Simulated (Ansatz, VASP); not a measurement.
## One calculation of BaTiO3, two programs

```xyz
5
Lattice="3.9998 0.0000 0.0000 0.0000 3.9998 0.0000 0.0000 0.0000 4.0180" Properties=species:S:1:pos:R:3 pbc="T T T"
Ba    0.0000    0.0000    0.0000
Ti    1.9999    1.9999    1.9688
O     1.9999    1.9999    0.0763
O     1.9999    0.0000    2.0773
O     0.0000    1.9999    2.0773
```

Alike in both runs: task single point; functional BLYP; k mesh 4 × 4 × 4; no spin polarisation.

```csv
,VASP,Ansatz
version,VASP 6.6.1,Ansatz 0.2.0
potentials or method,"VASP PAW PBE potentials, release 64 (Ba_sv, Ti_sv, O_h)","plane waves, PAW"
plane-wave cutoff (eV),910,420
occupations,"gaussian, width 0.01 eV",fixed
valence electrons in the cell,40,40
```

|  | VASP | Ansatz | Ansatz less VASP |
| --- | --- | --- | --- |
| rms of the force components (eV/Å) | 0.081 | 0.097 | +0.0158 |

VASP's potentials were made for PBE, not for BLYP. Atom by atom the forces differ by 0.024 eV/Å (rms over components).

Neither program's run includes spin-orbit coupling. Noted on VASP's run: the cutoff is short for stress, so the pressure is rough.
